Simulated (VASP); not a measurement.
# RbBa (P-6m2) in VASP: density of states with PBE

Aim: the density of states of RbBa with PBE.

Program: VASP 6.6.1. These are calculated values, not measurements. Logs are shortened: lines on timing, memory, paths and dates and some standing lists are left out, and cuts for length are marked.

## (1) The cell of the first run

Symmetry: P-6m2, No. 187, hexagonal system. Conventional cell: a = 4.618 Å, b = 4.618 Å, c = 8.067 Å, α = 90.00°, β = 90.00°, γ = 120.00°.

## (2) Density of states, PBE

Contents of POSCAR:

```
RbBa
1.0
    4.6179002579      0.0000000000      0.0000000000
   -2.3089501290      3.9992189355      0.0000000000
    0.0000000000      0.0000000000      8.0666551807
Rb Ba
1 1
Direct
    0.3333333333      0.6666666667      0.5000000000
    0.0000000000      0.0000000000      0.0000000000
```

Contents of INCAR.step1:

```
PREC = Accurate
ENCUT = 520
EDIFF = 1E-7
ISMEAR = 0
SIGMA = 0.1
LREAL = False
LASPH = True
NELM = 60
ALGO = Fast
ISIF = 2
LWAVE = False
LCHARG = True
GGA = PE
NBANDS = 16
```

Contents of KPOINTS.step1:

```
Automatic mesh
0
Gamma
  12 12 8
```

Contents of INCAR.step2:

```
PREC = Accurate
ENCUT = 520
EDIFF = 1E-7
ISMEAR = -5
SIGMA = 0.1
LREAL = False
LASPH = True
NELM = 60
ALGO = Fast
ISIF = 2
LWAVE = False
LCHARG = False
GGA = PE
LORBIT = 11
NBANDS = 16
NEDOS = 2001
ICHARG = 11
```

Contents of KPOINTS.step2:

```
Automatic mesh
0
Gamma
  18 18 12
```

Potentials or basis: VASP PAW PBE potentials, release 64 (Rb_sv, Ba_sv).

On the command line:

```sh
cat potpaw_PBE.64/Rb_sv/POTCAR potpaw_PBE.64/Ba_sv/POTCAR > POTCAR
cp INCAR.step1 INCAR
cp KPOINTS.step1 KPOINTS
mpirun -np 1 vasp_std > vasp.out
cp INCAR.step2 INCAR
cp KPOINTS.step2 KPOINTS
mpirun -np 1 vasp_std > vasp.out
```

OUTCAR:

```text
PREC = Accurate
   ENCUT = 520
   EDIFF = 1E-7
   ISMEAR = -5
   LREAL = False
   LASPH = True
   NELM = 60
   ISIF = 2
   GGA = PE
   LORBIT = 11
   ICHARG = 11

 ion  position               nearest neighbor table
   1  0.333  0.667  0.500-   2 4.83   2 4.83   2 4.83   2 4.83   2 4.83   2 4.83
   2  0.000  0.000  0.000-   1 4.83   1 4.83   1 4.83   1 4.83   1 4.83   1 4.83

  LATTYP: Found a hexagonal cell.
 ALAT       =     4.6179002579
 C/A-ratio  =     1.7468231729

  Lattice vectors:

 A1 = (   4.6179002579,   0.0000000000,   0.0000000000)
 A2 = (  -2.3089501290,   3.9992189355,   0.0000000000)
 A3 = (   0.0000000000,   0.0000000000,   8.0666551807)

Analysis of symmetry for initial positions (statically):
=====================================================================
 Subroutine PRICEL returns:
 Original cell was already a primitive cell.

 Routine SETGRP: Setting up the symmetry group for a
 hexagonal supercell.

 Subroutine GETGRP returns: Found 12 space group operations
 (whereof 12 operations were pure point group operations)
 out of a pool of 24 trial point group operations.

The static configuration has the point symmetry D_3h.

Analysis of symmetry for dynamics (positions and initial velocities):
=====================================================================
 Subroutine PRICEL returns:
 Original cell was already a primitive cell.

 Routine SETGRP: Setting up the symmetry group for a
 hexagonal supercell.

 Subroutine GETGRP returns: Found 12 space group operations
 (whereof 12 operations were pure point group operations)
 out of a pool of 24 trial point group operations.

The dynamic configuration has the point symmetry D_3h.

 Subroutine INISYM returns: Found 12 space group operations
 (whereof 12 operations are pure point group operations),
 and found     1 'primitive' translations

----------------------------------------------------------------------------------------

                                     Primitive cell

  volume of cell :     148.9749

  direct lattice vectors                    reciprocal lattice vectors
     4.617900258  0.000000000  0.000000000     0.216548636  0.125024413  0.000000000
[... 92 lines left out ...]
   IBRION =     -1    ionic relax: 0-MD 1-quasi-New 2-CG
   NFREE  =      0    steps in history (QN), initial steepest desc. (CG)
   ISIF   =      2    stress and relaxation
   ISYM   =      2    0-nonsym 1-usesym 2-fastsym
   POTIM  = 0.5000    time-step for ionic-motion
   TEBEG  =    0.0;   TEEND  =   0.0 temperature during run
   PSTRESS=    0.0 pullay stress
   NELECT =      19.0000    total number of electrons
   NUPDOWN=      -1.0000    fix difference up-down
   EMIN   =  10.00;   EMAX   =-10.00  energy-range for DOS
   EFERMI =   0.00;   METHOD = LEGACY
   ISMEAR =    -5;   SIGMA  =   0.10  broadening in eV -4-tet -1-fermi 0-gaus
   EFERMI_NEDOS =   21; number of points for ismear=-14 and -15
   IALGO  =     68    algorithm
   IMIX   =      4    mixing-type and parameters
     AMIX     =   0.40;   BMIX     =  1.00
     AMIX_MAG =   1.60;   BMIX_MAG =  1.00
  volume/ion in A,a.u.               =      74.49       502.67
  Fermi-wavevector in a.u.,A,eV,Ry     =   0.824053  1.557234  9.239210  0.679063
  Thomas-Fermi vector in A             =   1.935670
   LORBIT       =     11    0 simple, 1 ext, 2 COOP (PROOUT), +10 PAW based schemes
   GGA     = PE    functional components
   LHFCALC =     F    Hartree Fock is set to
   AEXX    =    0.0000 exact exchange contribution
   IVDW    =     0    specifies the selected vdW correction
   LEPSILON=     F    determine dielectric tensor
   LRPA    =     F    only Hartree local field effects (RPA)
 non-spin polarized calculation
 RMM-DIIS sequential band-by-band and
 Fermi weights with tetrahedron method with Bloechl corrections
  energy-cutoff  :      520.00
  volume of cell :      148.97
 maximum number of plane-waves:      4055
 NGX is ok and might be reduce to    36

 number of electron      18.9999999 magnetization

 Free energy of the ion-electron system (eV)
  ---------------------------------------------------
  ext. energy  EPLUGINS =         0.00000000
  ---------------------------------------------------
  free energy    TOTEN  =        -2.61325702 eV

  energy without entropy =       -2.61325702  energy(sigma->0) =       -2.61325702

 E-fermi :   0.7741     XC(G=0):  -6.4384

 val. band max:        0.7950199862   @ k =   0.3889   0.2222   0.2500
 cond. band min:       0.7807510736   @ k =   0.3889   0.1111   0.2500
 fundamental gap:     -0.0142689126
 Fermi energy:         0.7740676999

 k-point     1 :       0.0000    0.0000    0.0000
  band No.  band energies     occupation
      1     -28.6016      2.00000
      2     -27.7227      2.00000
      3     -13.8093      2.00000
      4     -13.6026      2.00000
      5     -13.6026      2.00000
      6     -11.8045      2.00000
[... 433 lines left out ...]
      3     -13.8321      2.00000
      4     -13.7713      2.00000
      5     -13.6774      2.00000
      6     -11.9210      2.00000
[... 8 lines left out ...]
     15       3.0966      0.00000
     16       4.4931      0.00000

 [... further k-points ...]

------------------------ aborting loop because EDIFF is reached ----------------------------------------

  FORCE on cell =-STRESS in cart. coord.  units (eV):
  Direction    XX          YY          ZZ          XY          YZ          ZX
  --------------------------------------------------------------------------------------
  -------------------------------------------------------------------------------------
  Total        0.0315145      0.0315145      0.0131208     -0.0000000     -0.0000000      0.0000000
  in kB        0.3389277      0.3389277      0.1411097     -0.0000000     -0.0000000      0.0000000
  external PRESSURE =       0.2729884 kB  Pullay stress =       0.0000000 kB

 VOLUME and BASIS-vectors are now :
 -----------------------------------------------------------------------------
  energy-cutoff  :      520.00
  volume of cell :      148.97
      direct lattice vectors                 reciprocal lattice vectors
     4.617900258  0.000000000  0.000000000     0.216548636  0.125024413  0.000000000
    -2.308950129  3.999218936  0.000000000     0.000000000  0.250048826  0.000000000
     0.000000000  0.000000000  8.066655181     0.000000000  0.000000000  0.123967119

 POSITION                                       TOTAL-FORCE (eV/Angst)
 -----------------------------------------------------------------------------------
     -0.00000      2.66615      4.03333        -0.000000      0.000000      0.000000
      0.00000      0.00000      0.00000         0.000000     -0.000000      0.000000
 -----------------------------------------------------------------------------------
    total drift:                                0.000909     -0.000525      0.000000

  FREE ENERGIE OF THE ION-ELECTRON SYSTEM (eV)
  ---------------------------------------------------
  free  energy   TOTEN  =        -2.6132570152 eV

  energy  without entropy=       -2.6132570152  energy(sigma->0) =       -2.61325702

 total charge

# of ion       s       p       d       tot
------------------------------------------
    1        1.970   5.313   0.011   7.295
    2        2.069   5.561   0.218   7.848
--------------------------------------------------
tot          4.039  10.874   0.230  15.143
```

OUTCAR.step1:

```text
PREC = Accurate
   ENCUT = 520
   EDIFF = 1E-7
   ISMEAR = 0
   LREAL = False
[... 681 lines left out ...]
     -0.00000      2.66615      4.03333        -0.000000      0.000000      0.000000
      0.00000      0.00000      0.00000         0.000000     -0.000000      0.000000
 -----------------------------------------------------------------------------------
    total drift:                                0.000000     -0.000000     -0.000000

  FREE ENERGIE OF THE ION-ELECTRON SYSTEM (eV)
  ---------------------------------------------------
  free  energy   TOTEN  =        -2.6197806090 eV

  energy  without entropy=       -2.6057555838  energy(sigma->0) =       -2.61276810
```

OSZICAR.step1:

```text
N       E                     dE             d eps       ncg     rms          rms(c)
DAV:   1     0.126051315735E+03    0.12605E+03   -0.71691E+03  3040   0.915E+02
DAV:   2     0.763414167118E+01   -0.11842E+03   -0.11501E+03  4432   0.183E+02
DAV:   3    -0.225119380317E+01   -0.98853E+01   -0.98606E+01  4432   0.565E+01
DAV:   4    -0.272268605768E+01   -0.47149E+00   -0.47144E+00  4752   0.902E+00
DAV:   5    -0.272661651118E+01   -0.39305E-02   -0.39304E-02  4344   0.835E-01    0.186E+00
RMM:   6    -0.263391940198E+01    0.92697E-01   -0.38782E-02  4019   0.787E-01    0.122E+00
RMM:   7    -0.261869191421E+01    0.15227E-01   -0.65263E-02  4437   0.879E-01    0.588E-01
RMM:   8    -0.261959245500E+01   -0.90054E-03   -0.10062E-02  4404   0.521E-01    0.863E-02
RMM:   9    -0.261964962617E+01   -0.57171E-04   -0.29064E-03  4766   0.187E-01    0.354E-02
RMM:  10    -0.261973384294E+01   -0.84217E-04   -0.94724E-04  4688   0.105E-01    0.211E-02
RMM:  11    -0.261976444296E+01   -0.30600E-04   -0.28857E-04  4622   0.555E-02    0.655E-03
RMM:  12    -0.261977529806E+01   -0.10855E-04   -0.11750E-04  5183   0.232E-02    0.531E-03
RMM:  13    -0.261977823382E+01   -0.29358E-05   -0.36741E-05  4968   0.146E-02    0.266E-03
RMM:  14    -0.261977958102E+01   -0.13472E-05   -0.13897E-05  4682   0.936E-03    0.121E-03
RMM:  15    -0.261978020409E+01   -0.62307E-06   -0.55203E-06  4240   0.510E-03    0.564E-04
RMM:  16    -0.261978043792E+01   -0.23383E-06   -0.20505E-06  3747   0.324E-03    0.227E-04
RMM:  17    -0.261978055445E+01   -0.11653E-06   -0.84397E-07  3203   0.199E-03    0.153E-04
RMM:  18    -0.261978060904E+01   -0.54590E-07   -0.31465E-07  2944   0.140E-03
   1 F= -.26197806E+01 E0= -.26127681E+01  d E =-.140250E-01
```

It took 22 min on 1 thread of Oxide Virtual Turin-like, shared host; peak memory 0.71 GiB.

What came out:

```
Valence electrons inside the program's atomic spheres : Rb 7.29; Ba 7.85
```

Caveat: spin-orbit coupling is left out, which moves the levels of the heavy elements; tetrahedron occupations give inexact forces and stress in metals.
